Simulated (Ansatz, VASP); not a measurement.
**Cu: VASP beside Ansatz**

The input INCAR:

```
SYSTEM = Cu
PREC = Accurate
ENCUT = 520
EDIFF = 1E-7
ISMEAR = 0
SIGMA = 0.15
LREAL = .FALSE.
LASPH = .TRUE.
NELM = 60
ALGO = Fast
ISIF = 2
LWAVE = .FALSE.
LCHARG = .FALSE.
GGA = CA
NBANDS = 18
```

KPOINTS

```
Automatic mesh
0
G
  20 20 12
  0 0 0
```

The input POSCAR:

```
Cu
1.0
   -1.4273957350      1.4273957350      1.3410790631
    1.4273957350     -1.4273957350      1.3410790631
    2.8547914700      2.8547914700      0.0000000000
Cu
2
Direct
   -0.0405270662     -0.0405270662      0.0000000000
    0.5405270662      0.5405270662      0.5000000000
```

Input for Ansatz:

```yaml
crystal:
  lattice:
    - [-1.427395735, 1.427395735, 1.3410790631]
    - [1.427395735, -1.427395735, 1.3410790631]
    - [2.85479147, 2.85479147, 0.0]
  atoms:
    - { symbol: Cu, position: [-0.0405270662, -0.0405270662, 0.0] }
    - { symbol: Cu, position: [0.5405270662, 0.5405270662, 0.5] }
basis:
  ecutwfc: 520.0
kpoints:
  mp_grid: { grid: [20, 20, 12] }
hamiltonian:
  xc: lda
  pseudopotentials: { kind: paw, azcp: { folder: soft_1 } }
scf:
  occupations: { method: gaussian, width: 0.15 }
output:
  forces: true
  stress: true
  eigenvalues: true
```

Change from the starting cell: mode 1 frozen in at +0.000 Å and mode 5 at -0.109 Å (largest displacements).

Alike in both runs: task single point; functional LDA; k mesh 20 × 20 × 12; occupations gaussian, width 0.15 eV; no spin polarisation.

|  | VASP | Ansatz |
| --- | --- | --- |
| version | VASP 6.6.1 | Ansatz 0.2.0 |
| potentials or method | VASP PAW LDA potentials, release 64 (Cu), cutoff 520 eV | scalar-relativistic, plane waves, PAW |
| valence electrons in the cell | 22 | 38 |

```csv
,VASP,Ansatz,Ansatz less VASP
gap on the k mesh at the Fermi level (eV),none,none,-
pressure (GPa),2.7,1.8,-0.92
"traceless stress, the component that is largest in VASP (GPa)",2.74,2.77,+0.036
rms of the force components (eV/Å),0.436,0.435,-0.0011
```

Ansatz warns that its potentials were made for another functional, while VASP's fit it. LDA's correlation is that of Perdew and Zunger in VASP and of Perdew and Wang (1992) in Ansatz. Atom by atom the forces differ by 0.001 eV/Å (rms over components). A gap of «none» marks a metal or a gap that the smearing closes. VASP's potentials hold 22 valence electrons a cell and Ansatz's 38, so a difference there can come from the potentials and not from the codes.
